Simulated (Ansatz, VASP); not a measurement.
Two plane-wave programs on O

```
O
1.0
     9.00000    0.00000    0.00000
     0.00000    9.50000    0.00000
     0.00000    0.00000   10.00000
O
2
Direct
  0.50000 0.50000 0.43951
  0.50000 0.50000 0.56049
```

Alike in both runs: functional PBEsol; k mesh 1 × 1 × 1; occupations fermi-dirac, width 0.02 eV; collinear spin.

Ansatz relaxed the structure, and its values are those at the end. VASP's run is a single point on that final structure, the one shown.

```csv
,VASP,Ansatz
version,VASP 6.6.1,Ansatz 0.2.0
potentials or method,"VASP PAW PBE potentials, release 64 (O_h), cutoff 1000 eV","plane waves, PAW"
valence electrons in the cell,12,12
```

Ansatz gave:

- rms of the force components (eV/Å): 0.001
- net moment per atom (μB): 1.00
- size of the moment on the site where the two differ most (μB): 0.55

Task: Estimate VASP's values.

Result: rms of the force components (eV/Å): 0.125; net moment per atom (μB): 1.00; size of the moment on the site where the two differ most (μB): 0.62.

VASP's potentials were made for PBE, not for PBEsol. Site moments also hang on the region over which each program counts them. One of these differences is far larger than is usual between the two programs; its cause wasn't traced. With one functional, cell and mesh, what is left measures potentials, basis and numerics. Ansatz's warnings: end state compared, stress scf threshold loose.
